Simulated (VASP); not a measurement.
# V3MoS8 (R-3m) in VASP: single point with PBE

Aim: the single point of V3MoS8 with PBE.

Program: VASP 6.6.1. These are calculated values, not measurements. Logs are shortened: lines on timing, memory, paths and dates and some standing lists are left out, and cuts for length are marked.

**1. The cell of the first run**

The structure is trigonal, space group R-3m (No. 166). Conventional cell: a = 6.381 Å, b = 6.381 Å, c = 20.528 Å, α = 90.00°, β = 90.00°, γ = 120.00°. V (site symmetry 2/m) has 6 S at 2.35 to 2.36 Å and 4 V at 3.19 Å and 2 Mo at 3.19 Å within 3.2 Å. Within 3.2 Å of Mo (site symmetry -3m) lie 6 S at 2.41 Å and 6 V at 3.19 Å. S (site symmetry m) has 2 V at 2.36 Å and 1 Mo at 2.41 Å and 6 S at 3.12 to 3.26 Å within 3.3 Å. Within 3.2 Å of S (site symmetry 3m) lie 3 V at 2.35 Å and 6 S at 3.19 Å.

**2. Single point, PBE, collinear spin, ferromagnetic start**

Contents of INCAR:

```
ALGO = Normal
EDIFF = 1E-7
ENCUT = 520
GGA = PE
ISIF = 2
ISMEAR = 0
ISPIN = 2
LASPH = T
LCHARG = F
LMAXMIX = 4
LORBIT = 11
LREAL = F
LWAVE = F
MAGMOM = -0.36 -0.36 -0.36 0 0 0 0 0 0 0 0 0
NBANDS = 66
NELM = 150
PREC = Accurate
SIGMA = 0.1
```

Contents of KPOINTS:

```
k-points
0
Gamma
  3 3 3
```

Contents of POSCAR:

```
V3MoS8
1.0
    3.1902799000      1.8419089000      6.8425097000
   -3.1902799000      1.8419089000      6.8425097000
    0.0000000000     -3.6838179000      6.8425097000
V Mo S
3 1 8
Direct
    0.5000000000      0.0000000000      0.0000000000
    0.0000000000      0.5000000000      0.0000000000
    0.0000000000      0.0000000000      0.5000000000
    0.5000000000      0.5000000000      0.5000000000
    0.7437630000      0.2322030000      0.7437630000
    0.7437630000      0.7437630000      0.2322030000
    0.2322030000      0.7437630000      0.7437630000
    0.2379940000      0.2379940000      0.2379940000
    0.2562370000      0.7677970000      0.2562370000
    0.2562370000      0.2562370000      0.7677970000
    0.7677970000      0.2562370000      0.2562370000
    0.7620060000      0.7620060000      0.7620060000
```

Potentials or basis: VASP PAW PBE potentials, release 64 (V_sv, Mo_sv, S).

Launch:

```console
$ cat potpaw_PBE.64/V_sv/POTCAR potpaw_PBE.64/Mo_sv/POTCAR potpaw_PBE.64/S/POTCAR > POTCAR
$ mpirun -np 1 vasp_std > vasp.out
```

OUTCAR:

```text
EDIFF = 1E-7
   ENCUT = 520
   GGA = PE
   ISIF = 2
   ISMEAR = 0
   ISPIN = 2
   LASPH = T
   LORBIT = 11
   LREAL = F
   NELM = 150
   PREC = Accurate

 ion  position               nearest neighbor table
   1  0.500  0.000  0.000-   8 2.35  12 2.35   9 2.36   5 2.36  10 2.36   6 2.36   4 3.19   4 3.19

   2  0.000  0.500  0.000-   8 2.35  12 2.35  11 2.36   7 2.36   6 2.36  10 2.36   4 3.19   4 3.19

   3  0.000  0.000  0.500-   8 2.35  12 2.35   5 2.36   9 2.36  11 2.36   7 2.36   4 3.19   4 3.19

   4  0.500  0.500  0.500-   6 2.41  10 2.41   7 2.41   9 2.41   5 2.41  11 2.41   1 3.19   2 3.19
                             1 3.19   2 3.19   3 3.19   3 3.19
   5  0.744  0.232  0.744-   1 2.36   3 2.36   4 2.41
   6  0.744  0.744  0.232-   1 2.36   2 2.36   4 2.41
   7  0.232  0.744  0.744-   2 2.36   3 2.36   4 2.41
   8  0.238  0.238  0.238-   3 2.35   2 2.35   1 2.35
   9  0.256  0.768  0.256-   1 2.36   3 2.36   4 2.41
  10  0.256  0.256  0.768-   1 2.36   2 2.36   4 2.41
  11  0.768  0.256  0.256-   2 2.36   3 2.36   4 2.41
  12  0.762  0.762  0.762-   3 2.35   2 2.35   1 2.35

  LATTYP: Found a trigonal (rhomboedric) cell.
 ALAT       =     7.7711294694
 COS(alpha) =     0.6629306357

  Lattice vectors:

 A1 = (   3.1902799000,   1.8419089000,   6.8425097000)
 A2 = (  -3.1902799000,   1.8419089000,   6.8425097000)
 A3 = (   0.0000000000,  -3.6838179000,   6.8425097000)

Analysis of symmetry for initial positions (statically):
=====================================================================
 Subroutine PRICEL returns:
 Original cell was already a primitive cell.

 Routine SETGRP: Setting up the symmetry group for a
 trigonal (rhombohedral) supercell.

 Subroutine GETGRP returns: Found 12 space group operations
 (whereof 12 operations were pure point group operations)
 out of a pool of 12 trial point group operations.

The static configuration has the point symmetry D_3d.

Analysis of symmetry for dynamics (positions and initial velocities):
=====================================================================
 Subroutine PRICEL returns:
 Original cell was already a primitive cell.

 Routine SETGRP: Setting up the symmetry group for a
 trigonal (rhombohedral) supercell.

 Subroutine GETGRP returns: Found 12 space group operations
 (whereof 12 operations were pure point group operations)
 out of a pool of 12 trial point group operations.

The dynamic configuration has the point symmetry D_3d.

Analysis of structural, dynamic, and magnetic symmetry:
=====================================================================
 Subroutine PRICEL returns:
 Original cell was already a primitive cell.

 Routine SETGRP: Setting up the symmetry group for a
 trigonal (rhombohedral) supercell.

 Subroutine GETGRP returns: Found 12 space group operations
 (whereof 12 operations were pure point group operations)
 out of a pool of 12 trial point group operations.

The overall configuration has the point symmetry D_3d.

 Subroutine INISYM returns: Found 12 space group operations
 (whereof 12 operations are pure point group operations),
 and found     1 'primitive' translations

----------------------------------------------------------------------------------------

                                     Primitive cell

  volume of cell :     241.2479

  direct lattice vectors                    reciprocal lattice vectors
     3.190279900  1.841908900  6.842509700     0.156726060  0.090485834  0.048715070
    -3.190279900  1.841908900  6.842509700    -0.156726060  0.090485834  0.048715070
     0.000000000 -3.683817900  6.842509700     0.000000000 -0.180971669  0.048715068

  length of vectors
[... 73 lines left out ...]
 SYSTEM =  unknown system
   PREC   = accura    normal or accurate (medium, high low for compatibility)
   ISTART =      0    job   : 0-new  1-cont  2-samecut
   ICHARG =      2    charge: 1-file 2-atom 10-const
   ISPIN  =      2    spin polarized calculation?
   LNONCOLLINEAR =      F non collinear calculations
   LSORBIT =      F    spin-orbit coupling
   LASPH  =      T    aspherical Exc in radial PAW
   ENCUT  =  520.0 eV  38.22 Ry    6.18 a.u.  14.45 14.45 14.45*2*pi/ulx,y,z
   NELM   =    150;   NELMIN=  2; NELMDL= -5     # of ELM steps
   EDIFF  = 0.1E-06   stopping-criterion for ELM
   LREAL  =      F    real-space projection
   EDIFFG = 0.1E-05   stopping-criterion for IOM
   NSW    =      0    number of steps for IOM
   IBRION =     -1    ionic relax: 0-MD 1-quasi-New 2-CG
   NFREE  =      0    steps in history (QN), initial steepest desc. (CG)
   ISIF   =      2    stress and relaxation
   ISYM   =      2    0-nonsym 1-usesym 2-fastsym
   POTIM  = 0.5000    time-step for ionic-motion
   TEBEG  =    0.0;   TEEND  =   0.0 temperature during run
   PSTRESS=    0.0 pullay stress
   NELECT =     101.0000    total number of electrons
   NUPDOWN=      -1.0000    fix difference up-down
   EMIN   =  10.00;   EMAX   =-10.00  energy-range for DOS
   EFERMI =   0.00;   METHOD = LEGACY
   ISMEAR =     0;   SIGMA  =   0.10  broadening in eV -4-tet -1-fermi 0-gaus
   EFERMI_NEDOS =   21; number of points for ismear=-14 and -15
   IALGO  =     38    algorithm
   IMIX   =      4    mixing-type and parameters
     AMIX     =   0.40;   BMIX     =  1.00
     AMIX_MAG =   1.60;   BMIX_MAG =  1.00
  volume/ion in A,a.u.               =      20.10       135.67
  Fermi-wavevector in a.u.,A,eV,Ry     =   1.224694  2.314335 20.407027  1.499874
  Thomas-Fermi vector in A             =   2.359759
   LORBIT       =     11    0 simple, 1 ext, 2 COOP (PROOUT), +10 PAW based schemes
   GGA     = PE    functional components
   LHFCALC =     F    Hartree Fock is set to
   AEXX    =    0.0000 exact exchange contribution
   IVDW    =     0    specifies the selected vdW correction
   LEPSILON=     F    determine dielectric tensor
   LRPA    =     F    only Hartree local field effects (RPA)
 spin polarized calculation
 Gauss-broadening in eV      SIGMA  =   0.10
  energy-cutoff  :      520.00
  volume of cell :      241.25
 maximum number of plane-waves:      6517
 NGX is ok and might be reduce to    60
   NGX = 29   NGY = 29   NGZ = 29

 number of electron     101.0000005 magnetization       0.0011342

 number of electron     101.0000005 magnetization      -0.0000232

 Free energy of the ion-electron system (eV)
  ---------------------------------------------------
  ext. energy  EPLUGINS =         0.00000000
  ---------------------------------------------------
  free energy    TOTEN  =       -80.39158991 eV

  energy without entropy =      -80.31266084  energy(sigma->0) =      -80.35212538

 E-fermi :   5.1141     XC(G=0):  -9.6605

 val. band max:        5.0604911483   @ k =  -0.3333   0.3333   0.0000
 cond. band min:       5.1265923049   @ k =  -0.3333   0.3333   0.0000
 fundamental gap:      0.0661011566
 Fermi energy:         5.1140973930

 spin component 1

 k-point     1 :       0.0000    0.0000    0.0000
  band No.  band energies     occupation
      1     -59.6739      1.00000
      2     -59.6629      1.00000
      3     -59.6629      1.00000
      4     -56.4584      1.00000
      5     -33.6510      1.00000
      6     -33.6159      1.00000
[... 379 lines left out ...]
     61       7.3791      0.00000
     62       7.4706      0.00000
 Fermi energy:         5.1140973930

 spin component 2

 k-point     1 :       0.0000    0.0000    0.0000
  band No.  band energies     occupation
      1     -59.6739      1.00000
      2     -59.6629      1.00000
      3     -59.6629      1.00000
      4     -56.4584      1.00000
      5     -33.6510      1.00000
      6     -33.6159      1.00000
[... 379 lines left out ...]
     61       7.3791      0.00000
     62       7.4706      0.00000
 [bands above 62 left out]

------------------------ aborting loop because EDIFF is reached ----------------------------------------

  FORCE on cell =-STRESS in cart. coord.  units (eV):
  Direction    XX          YY          ZZ          XY          YZ          ZX
  --------------------------------------------------------------------------------------
  -------------------------------------------------------------------------------------
  Total       -0.4468790     -0.4468790     -0.1289579      0.0000000      0.0000000      0.0000000
  in kB       -2.9678155     -2.9678154     -0.8564357      0.0000000      0.0000000      0.0000000
  external PRESSURE =      -2.2640222 kB  Pullay stress =       0.0000000 kB

 VOLUME and BASIS-vectors are now :
 -----------------------------------------------------------------------------
  energy-cutoff  :      520.00
  volume of cell :      241.25
      direct lattice vectors                 reciprocal lattice vectors
     3.190279900  1.841908900  6.842509700     0.156726060  0.090485834  0.048715070
    -3.190279900  1.841908900  6.842509700    -0.156726060  0.090485834  0.048715070
     0.000000000 -3.683817900  6.842509700     0.000000000 -0.180971669  0.048715068

 POSITION                                       TOTAL-FORCE (eV/Angst)
 -----------------------------------------------------------------------------------
      1.59514      0.92095      3.42125        -0.000000      0.000000     -0.000000
     -1.59514      0.92095      3.42125         0.000000      0.000000     -0.000000
      0.00000     -1.84191      3.42125         0.000000      0.000000     -0.000000
      0.00000     -0.00000     10.26376        -0.000000      0.000000     -0.000000
      1.63202     -0.94225     11.76726         0.017826     -0.010292     -0.006363
      0.00000      1.88449     11.76726         0.000000      0.020584     -0.006363
     -1.63202     -0.94225     11.76726        -0.017826     -0.010292     -0.006363
      0.00000     -0.00000      4.88543         0.000000     -0.000000      0.023619
     -1.63202      0.94225      8.76027        -0.017826      0.010292      0.006363
      0.00000     -1.88449      8.76027         0.000000     -0.020584      0.006363
      1.63202      0.94225      8.76027         0.017826      0.010292      0.006363
      0.00000     -0.00000     15.64210         0.000000      0.000000     -0.023619
 -----------------------------------------------------------------------------------
    total drift:                               -0.000000      0.000000     -0.000000

  FREE ENERGIE OF THE ION-ELECTRON SYSTEM (eV)
  ---------------------------------------------------
  free  energy   TOTEN  =       -80.3915899098 eV

  energy  without entropy=      -80.3126608440  energy(sigma->0) =      -80.35212538

 total charge

# of ion       s       p       d       tot
------------------------------------------
    1        2.252   6.247   3.049  11.549
    2        2.252   6.247   3.049  11.549
    3        2.252   6.247   3.049  11.549
    4        2.300   6.219   3.867  12.386
    5        1.368   2.319   0.000   3.687
    6        1.368   2.319   0.000   3.687
    7        1.368   2.319   0.000   3.687
    8        1.365   2.333   0.000   3.698
    9        1.368   2.319   0.000   3.687
   10        1.368   2.319   0.000   3.687
   11        1.368   2.319   0.000   3.687
   12        1.365   2.333   0.000   3.698
--------------------------------------------------
tot         19.994  43.542  13.015  76.551

 magnetization (x)

# of ion       s       p       d       tot
------------------------------------------
    1       -0.000  -0.000   0.000   0.000
    2       -0.000  -0.000   0.000   0.000
    3       -0.000  -0.000   0.000   0.000
    4       -0.000  -0.000  -0.000  -0.000
    5        0.000  -0.000   0.000  -0.000
    6        0.000  -0.000   0.000  -0.000
    7        0.000  -0.000   0.000  -0.000
    8       -0.000  -0.000   0.000  -0.000
    9        0.000  -0.000   0.000  -0.000
   10        0.000  -0.000   0.000  -0.000
   11        0.000  -0.000   0.000  -0.000
   12       -0.000  -0.000   0.000  -0.000
--------------------------------------------------
tot         -0.000  -0.000  -0.000  -0.000
```

It took 8.6 min on 1 thread of Intel Xeon Platinum 8259CL at 2.50GHz (Skylake/Cascade Lake), shared host; peak memory 0.74 GiB.

What came out:

| Quantity | Value |
| --- | --- |
| Free energy | -80.3916 eV |
| Pressure | -0.2 GPa |
| Largest force | 0.024 eV/Å |
| Net moment | 0.00 μB per cell |
| Valence electrons inside the program's atomic spheres | V 11.55; Mo 12.39; S 3.69, 3.70 (each value once) |

Forces on the atoms (eV/Å):
```
V    0.000  0.000  0.000
V    0.000  0.000  0.000
V    0.000  0.000  0.000
Mo   0.000  0.000  0.000
S    0.018 -0.010 -0.006
S    0.000  0.021 -0.006
S   -0.018 -0.010 -0.006
S    0.000  0.000  0.024
S   -0.018  0.010  0.006
S    0.000 -0.021  0.006
S    0.018  0.010  0.006
S    0.000  0.000 -0.024
```

Caveat: the k points lie up to 0.39 Å⁻¹ apart.
